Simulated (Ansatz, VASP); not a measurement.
MgCdTeS: VASP beside Ansatz

Contents of INCAR:

```
ALGO = Normal
EDIFF = 1E-6
ENCUT = 520
GGA = PE
ISIF = 2
ISMEAR = 0
LASPH = T
LCHARG = T
LELF = T
LREAL = F
LVHAR = T
LWAVE = F
NBANDS = 21
NELM = 60
PREC = Accurate
SIGMA = 0.1
```

File KPOINTS:

```
k-points
0
Gamma
  4 4 4
```

The input POSCAR:

```
MgCdTeS
1.0
    4.1913991500      0.0000000000      0.0000000000
    0.0000000000      4.1913991500      0.0000000000
    0.0000000000      0.0000000000      5.9138296900
Mg Cd Te S
1 1 1 1
Direct
    0.5000000000      0.5000000000      0.5000000000
    0.5000000000      0.5000000000      0.0000000000
    0.0000000000      0.0000000000      0.5000000000
    0.0000000000      0.0000000000      0.0000000000
```

Input for Ansatz:

```yaml
crystal:
  lattice:
    - [4.19139915, 0.0, 0.0]
    - [0.0, 4.19139915, 0.0]
    - [0.0, 0.0, 5.91382969]
  atoms:
    - { symbol: Mg, position: [0.5, 0.5, 0.5] }
    - { symbol: Cd, position: [0.5, 0.5, 0.0] }
    - { symbol: Te, position: [0.0, 0.0, 0.5] }
    - { symbol: S, position: [0.0, 0.0, 0.0] }
basis:
  ecutwfc: 420
kpoints:
  mp_grid: { grid: [4, 4, 4] }
hamiltonian:
  xc: pbe
scf:
  occupations: { method: gaussian, width: 0.1 }
  lower_state_search: "off"
output:
  forces: true
  stress: true
  eigenvalues: true
```

Change from the starting cell: species swapped into the SnTePbSe type (P4/mmm, No. 123).

Alike in both runs: task single point; functional PBE; k mesh 4 × 4 × 4; occupations gaussian, width 0.1 eV; no spin polarisation.

|  | VASP | Ansatz |
| --- | --- | --- |
| version | VASP 6.6.1 | Ansatz 0.2.0 |
| potentials or method | VASP PAW PBE potentials, release 64 (Mg, Cd, Te, S), cutoff 520 eV | scalar-relativistic, plane waves, PAW |
| valence electrons in the cell | 26 | 52 |

|  | VASP | Ansatz | Ansatz less VASP |
| --- | --- | --- | --- |
| gap on the k mesh at the Fermi level (eV) | none | none | - |
| pressure (GPa) | -1.2 | -1.2 | -0.01 |
| traceless stress, the component that is largest in VASP (GPa) | -0.15 | -0.10 | +0.049 |

A gap of «none» marks a metal or a gap that the smearing closes. VASP's potentials hold 26 valence electrons a cell and Ansatz's 52, so a difference there can come from the potentials and not from the codes.

The k mesh is coarse, so the values compare programs but aren't converged. Neither program's run includes spin-orbit coupling.
